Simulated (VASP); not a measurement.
# MgO (P1) in VASP: a series of runs, part 2 of 2

VASP 6.6.1. Earlier steps stand in the parts before.

### 3 Single point, r2SCAN

File POSCAR:

```
MgO
1.0
    0.0000000000      4.2072740000      4.2072740000
    4.2072740000      0.0000000000      4.2072740000
    6.3109110000      6.3109110000      0.0000000000
Mg O
12 12
Direct
   -0.0002160544      0.0002500431     -0.0005696483
   -0.0001670916     -0.0095822140      0.3368676884
    0.0034207423      0.0061966489      0.6628630954
   -0.0132703504      0.5092649064     -0.0015753669
    0.0009855550      0.4943373072      0.3374668887
   -0.0045586525      0.5086102070      0.6692067912
    0.5131078936      0.0059310375     -0.0088409581
    0.4978993524     -0.0022030892      0.3320596662
    0.5012247836     -0.0089763586      0.6731215192
    0.5027745994      0.4994422754     -0.0036811643
    0.5001227636      0.5103583698      0.3309399388
    0.4887517428      0.5038353813      0.6702294645
    0.2426983600      0.2542787800      0.1720120122
    0.2556796871      0.2382928946      0.4938910563
    0.2542943483      0.2434360111      0.8337640952
    0.2470570018      0.7558657934      0.1710322804
    0.2565680296      0.7444347575      0.5008842622
    0.2507164972      0.7526027542      0.8247539856
    0.7431719446      0.2492098209      0.1670319863
    0.7572873790      0.2410436069      0.5011150530
    0.7638021674      0.2428451296      0.8345229397
    0.7459247960      0.7566238852      0.1607878799
    0.7488995250      0.7487300566      0.5045231188
    0.7403386373      0.7536389358      0.8354563232
```

File INCAR.step1:

```
SYSTEM = MgO
PREC = Accurate
ENCUT = 520
ISMEAR = -1
SIGMA = 0.02
LREAL = Auto
LASPH = .TRUE.
NELM = 100
NBANDS = 66
GGA = PE
ALGO = Normal
EDIFF = 1E-4
LWAVE = .TRUE.
LCHARG = .FALSE.
```

File INCAR.step2:

```
SYSTEM = MgO
PREC = Accurate
ENCUT = 520
EDIFF = 1E-7
ISMEAR = -1
SIGMA = 0.02
LREAL = Auto
LASPH = .TRUE.
NELM = 100
ALGO = Normal
ISIF = 2
LWAVE = .FALSE.
LCHARG = .FALSE.
METAGGA = R2SCAN
LMIXTAU = .TRUE.
NBANDS = 66
ISTART = 1
```

File KPOINTS:

```
regular mesh
0
G
  4 4 2
  0 0 0
```

Potentials or basis: VASP PAW PBE potentials, release 64 (Mg, O).

Command:

```sh
> cat potpaw_PBE.64/Mg/POTCAR potpaw_PBE.64/O/POTCAR > POTCAR
> cp INCAR.step1 INCAR
> mpirun -np 1 vasp_std > vasp.out
> cp INCAR.step2 INCAR
> mpirun -np 1 vasp_std > vasp.out
```

OUTCAR:

```text
SYSTEM = MgO
   PREC = Accurate
   ENCUT = 520
   EDIFF = 1E-7
   ISMEAR = -1
   LREAL = Auto
   LASPH = .TRUE.
   NELM = 100
   ISIF = 2
   METAGGA = R2SCAN
   ISTART = 1

 ion  position               nearest neighbor table
   1  1.000  0.000  0.999-  21 2.03  22 2.09  15 2.09  19 2.11  16 2.12  18 2.14   7 2.92   9 2.95
                            10 2.96   4 2.97   3 2.98   8 2.98   2 2.98   4 2.99  10 2.99   6 2.99
   2  1.000  0.990  0.337-  16 2.03  23 2.07  20 2.09  17 2.12  13 2.13  19 2.15   6 2.92  11 2.92
                             5 2.95   8 2.96   3 2.97   1 2.98   9 2.98   8 2.99   5 3.00  11 3.03
   3  0.003  0.006  0.663-  14 2.04  20 2.06  18 2.06  21 2.08  17 2.12  24 2.17   5 2.90   7 2.92
                            12 2.94   8 2.95   6 2.96   9 2.96   2 2.97   1 2.98   4 2.98   9 2.99
   4  0.987  0.509  0.998-  24 2.07  22 2.07  19 2.12  18 2.14  15 2.16  13 2.17   7 2.89   6 2.91
                            10 2.92  11 2.93  12 2.96   1 2.97   3 2.98   1 2.99   5 3.03  10 3.03
   5  0.001  0.494  0.337-  13 2.05  14 2.06  20 2.09  23 2.12  16 2.14  22 2.19   3 2.90   2 2.95
                             8 2.96  11 2.96   6 2.99  11 2.99   8 2.99   2 3.00  12 3.01   1 3.01
   6  0.995  0.509  0.669-  23 2.08  24 2.08  17 2.09  21 2.10  15 2.13  14 2.24   9 2.91   4 2.91
                             2 2.92  12 2.93  10 2.93   3 2.96   1 2.99   5 2.99   3 2.99  11 3.01
   7  0.513  0.006  0.991-  24 2.05  22 2.05  21 2.05  15 2.08  16 2.17  13 2.19   4 2.89  12 2.92
                             1 2.92   9 2.92   3 2.92  10 2.93   8 2.97  11 2.99  10 3.02   1 3.03
   8  0.498  0.998  0.332-  14 2.03  17 2.08  13 2.08  19 2.09  22 2.10  23 2.14  11 2.90   3 2.95
                             5 2.96   2 2.96   7 2.97   1 2.98  12 2.98   2 2.99  10 2.99   5 2.99
   9  0.501  0.991  0.673-  24 2.03  18 2.06  15 2.08  23 2.08  20 2.13  14 2.17  10 2.90   6 2.91
[... 5 lines left out ...]
  12  0.489  0.504  0.670-  18 2.02  17 2.05  15 2.08  23 2.13  20 2.17  21 2.20   7 2.92   6 2.93
                             3 2.94  10 2.94   9 2.95   4 2.96  11 2.98   8 2.98   9 3.00   5 3.01
  13  0.243  0.254  0.172-   5 2.05   8 2.08  10 2.13   2 2.13   4 2.17   7 2.19
  14  0.256  0.238  0.494-   8 2.03   3 2.04   5 2.06   9 2.17  11 2.18   6 2.24
  15  0.254  0.243  0.834-   9 2.08  12 2.08   7 2.08   1 2.09   6 2.13   4 2.16
  16  0.247  0.756  0.171-   2 2.03  11 2.07   1 2.12   5 2.14   7 2.17  10 2.18
  17  0.257  0.744  0.501-  12 2.05  11 2.06   8 2.08   6 2.09   2 2.12   3 2.12
  18  0.251  0.753  0.825-  12 2.02   9 2.06   3 2.06   4 2.14  10 2.14   1 2.14
  19  0.743  0.249  0.167-  10 2.09   8 2.09   1 2.11   4 2.12  11 2.13   2 2.15
[... 243 lines left out ...]

 Free energy of the ion-electron system (eV)
  ---------------------------------------------------
  ext. energy  EPLUGINS =         0.00000000
  ---------------------------------------------------
  free energy    TOTEN  =      -193.49250727 eV

  energy without entropy =     -193.49250727  energy(sigma->0) =     -193.49250727

 E-fermi :   3.4247     XC(G=0): -11.6092

 val. band max:        2.9095489644   @ k =   0.0000   0.0000   0.0000
 cond. band min:       8.4035641189   @ k =   0.0000   0.0000   0.0000
 fundamental gap:      5.4940151545
 Fermi energy:         3.4246675681

 k-point     1 :       0.0000    0.0000    0.0000
  band No.  band energies     occupation
      1     -15.4859      2.00000
      2     -14.6584      2.00000
      3     -14.4769      2.00000
      4     -14.4269      2.00000
      5     -14.2892      2.00000
      6     -14.2360      2.00000
[... 1249 lines left out ...]
     59      14.5419      0.00000
     60      14.6131      0.00000
 [bands above 60 left out]

------------------------ aborting loop because EDIFF is reached ----------------------------------------

  FORCE on cell =-STRESS in cart. coord.  units (eV):
  Direction    XX          YY          ZZ          XY          YZ          ZX
  --------------------------------------------------------------------------------------
  -------------------------------------------------------------------------------------
  Total       -0.6164565     -0.7993048     -1.4310583      0.0677088      0.0000577     -0.0006174
  in kB       -4.4206830     -5.7319101    -10.2622898      0.4855476      0.0004139     -0.0044273
  external PRESSURE =      -6.8049610 kB  Pullay stress =       0.0000000 kB

 VOLUME and BASIS-vectors are now :
 -----------------------------------------------------------------------------
  energy-cutoff  :      520.00
  volume of cell :      223.42
      direct lattice vectors                 reciprocal lattice vectors
     0.000000000  4.207274000  4.207274000    -0.118841796  0.118841796  0.118841796
     4.207274000  0.000000000  4.207274000     0.118841796 -0.118841796  0.118841796
     6.310911000  6.310911000  0.000000000     0.079227864  0.079227864 -0.079227864

 POSITION                                       TOTAL-FORCE (eV/Angst)
 -----------------------------------------------------------------------------------
      6.30837     10.51368      4.20742         0.187688      0.472011      0.078418
      6.29290      6.33251      8.37353         0.273455     -0.455266      0.490794
      4.20934      4.19766      0.04046        -0.127261     -0.091851      0.101308
      8.44359     10.45241      6.29406        -0.213588      0.919521     -0.176164
      4.20954      2.13387      2.08396        -0.143162     -0.070942      0.170974
      6.36317      8.41140      6.32796        -0.827798      0.090059     -0.156735
[... 16 lines left out ...]
      6.33411      6.33483      6.30094        -0.394835      0.051394     -0.146329
      8.44326      8.38730      6.28557        -0.408179      0.367627      0.264545
 -----------------------------------------------------------------------------------
    total drift:                               -0.012150     -0.010217      0.009047

  FREE ENERGIE OF THE ION-ELECTRON SYSTEM (eV)
  ---------------------------------------------------
  free  energy   TOTEN  =      -193.4925072671 eV

  energy  without entropy=     -193.4925072671  energy(sigma->0) =     -193.49250727
```

OSZICAR.step1:

```text
N       E                     dE             d eps       ncg     rms          rms(c)
DAV:   1     0.516022290314E+03    0.51602E+03   -0.48185E+04  2712   0.134E+03
DAV:   2    -0.123910917862E+03   -0.63993E+03   -0.62147E+03  3322   0.288E+02
DAV:   3    -0.161032277743E+03   -0.37121E+02   -0.36938E+02  3200   0.730E+01
DAV:   4    -0.161349478051E+03   -0.31720E+00   -0.31670E+00  3200   0.747E+00
DAV:   5    -0.161352561899E+03   -0.30838E-02   -0.30824E-02  3216   0.701E-01    0.251E+01
DAV:   6    -0.142505862634E+03    0.18847E+02   -0.80402E+01  3154   0.328E+01    0.764E+00
DAV:   7    -0.142484442537E+03    0.21420E-01   -0.18287E+00  3056   0.506E+00    0.486E+00
DAV:   8    -0.142426088325E+03    0.58354E-01   -0.43213E-01  3030   0.395E+00    0.970E-01
DAV:   9    -0.142409961288E+03    0.16127E-01   -0.45494E-02  3296   0.886E-01    0.333E-01
DAV:  10    -0.142411070566E+03   -0.11093E-02   -0.19309E-02  3192   0.510E-01    0.188E-01
DAV:  11    -0.142410807085E+03    0.26348E-03   -0.16523E-03  3128   0.178E-01    0.496E-02
DAV:  12    -0.142410807327E+03   -0.24183E-06   -0.25267E-04  2352   0.672E-02
   1 F= -.14241081E+03 E0= -.14241081E+03  d E =-.351231E-11
```

It took 61 min on 1 thread of Oxide Virtual Turin-like, shared host; peak memory 0.52 GiB.

Results:

| Quantity | Value |
| --- | --- |
| Free energy | -193.4925 eV |
| Pressure | -0.7 GPa |
| Largest force | 1.211 eV/Å |
| Band gap on the k mesh | 5.49 eV |

Forces on the atoms (eV/Å):
```
Mg   0.188  0.472  0.078
Mg   0.273 -0.455  0.491
Mg  -0.127 -0.092  0.101
Mg  -0.214  0.920 -0.176
Mg  -0.143 -0.071  0.171
Mg  -0.828  0.090 -0.157
Mg   0.760 -0.151 -0.871
Mg   0.273  0.025  0.376
Mg  -0.157 -0.961  0.511
Mg   0.565  0.234 -0.591
Mg  -0.617  0.181 -0.706
Mg  -0.694  0.242  0.359
O   -0.676 -0.478  0.298
O    1.100  0.335  0.379
O    0.384 -0.272  0.240
O   -0.593 -0.338 -0.097
O    0.059 -0.207 -0.367
O    0.465  0.652 -0.475
O   -0.041  0.093  0.476
O    0.474 -0.354 -0.083
O    0.291 -0.819 -0.069
O    0.059  0.534 -0.006
O   -0.395  0.051 -0.146
O   -0.408  0.368  0.265
```

Stress tensor (GPa, compression positive):
```
-0.44  0.05  0.00
 0.05 -0.57  0.00
 0.00  0.00 -1.03
```

Levels at points of the mesh, in eV from the valence-band top:
| k point | band 44 | band 45 | band 46 | band 47 | band 48 | band 49 | band 50 | band 51 | band 52 | band 53 |
| --- | --- | --- | --- | --- | --- | --- | --- | --- | --- | --- |
| (0.00, 0.00, 0.00) | -0.46 | -0.45 | -0.06 | -0.03 | 0.00 | 5.49 | 8.34 | 8.54 | 8.67 | 8.69 |
| (0.50, 0.00, 0.00) | -0.76 | -0.50 | -0.46 | -0.33 | -0.29 | 7.84 | 7.88 | 9.57 | 9.66 | 10.27 |
| (0.00, 0.50, 0.00) | -0.71 | -0.59 | -0.52 | -0.28 | -0.24 | 7.78 | 7.93 | 9.59 | 9.68 | 10.21 |
| (0.50, 0.50, 0.00) | -0.72 | -0.67 | -0.54 | -0.47 | -0.34 | 8.34 | 8.41 | 8.87 | 8.91 | 10.28 |
| (0.00, 0.00, 0.50) | -0.70 | -0.34 | -0.32 | -0.13 | -0.08 | 6.82 | 6.99 | 8.67 | 8.69 | 9.59 |
| (0.50, 0.00, 0.50) | -0.67 | -0.64 | -0.57 | -0.55 | -0.36 | 8.19 | 8.29 | 9.26 | 9.40 | 10.28 |
| (0.00, 0.50, 0.50) | -0.72 | -0.65 | -0.56 | -0.54 | -0.31 | 8.18 | 8.27 | 9.29 | 9.42 | 10.24 |
| (0.50, 0.50, 0.50) | -0.69 | -0.52 | -0.49 | -0.38 | -0.36 | 7.81 | 7.89 | 9.97 | 10.15 | 10.19 |

Caveat: the k points lie up to 0.43 Å⁻¹ apart; the atoms stand as in a frame of molecular dynamics; the PAW data sets were made with another functional, which shifts forces and pressure a little. r2SCAN opens gaps a little over a GGA but as a rule still falls short of measured ones.
